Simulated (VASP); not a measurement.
Write the native input for VASP 6.6.1 that does the following.

```yaml
Task: relaxation of cell and atoms
Functional: PBEsol
Potentials_or_basis: VASP PAW PBE potentials, release 64 (Cl)
Cutoff: 600 eV
k_mesh: 8 × 8 × 8
Occupations: gaussian, width 0.1 eV
Spin: no spin polarisation
Dipole_correction: no
Further_INCAR_settings: ALGO = Normal; EDIFF = 1e-06; IBRION = 2; EDIFFG = -0.01; NSW = 100; ISIF = 3
```

The structure of Cl lies in POSCAR:

```
Cl
1.0
    5.3259346082      0.0000000000      0.0000000000
    0.0000000000      5.3259346082      0.0000000000
    0.0000000000      0.0000000000      5.3259346082
Cl
8
Direct
    0.5000000000      0.5000000000      0.5000000000
    0.0000000000      0.0000000000      0.0000000000
    0.2500000000      0.0000000000      0.5000000000
    0.5000000000      0.2500000000      0.0000000000
    0.5000000000      0.7500000000      0.0000000000
    0.7500000000      0.0000000000      0.5000000000
    0.0000000000      0.5000000000      0.7500000000
    0.0000000000      0.5000000000      0.2500000000
```

One way to write it, as run:

INCAR

```
SYSTEM = Cl
PREC = Accurate ; ENCUT = 600
EDIFF = 1E-6 ; ISMEAR = 0
SIGMA = 0.1 ; LREAL = .False.
LASPH = .True. ; NELM = 100
ALGO = Normal ; ISIF = 3
LWAVE = .False. ; LCHARG = .False.
GGA = PS ; IBRION = 2
NSW = 100 ; EDIFFG = -0.01
```

KPOINTS

```
regular mesh
0
Gamma
  8 8 8
  0 0 0
```

Potentials or basis: VASP PAW PBE potentials, release 64 (Cl).

Launch:

```sh
$ cat potpaw_PBE.64/Cl/POTCAR > POTCAR
$ mpirun -np 1 vasp_std > vasp.out
```

Results of the run:

```
Relaxed volume                         : 18.95 Å³/atom
Relaxed cell                           : a = 5.332 Å, b = 5.332 Å, c = 5.332 Å, α = 90.00°, β = 90.00°, γ = 90.00°
Space group after relaxing (to 0.05 Å) : Pm-3n (No. 223)
Energy gained by relaxing              : 0.0 meV/atom
Ionic steps                            : 2
Pressure after relaxing                : 0.0 GPa
Band gap on the k mesh                 : zero (band 28 reaches 3.29 eV, above the bottom of band 29 at 2.29 eV)
```

Caveat: the PAW data sets were made with another functional, which shifts forces and pressure a little.

Wall time 3.3 min on 1 thread of AMD EPYC 9R45 96-Core Processor (Zen 5) (shared host), peak memory 0.36 GiB.
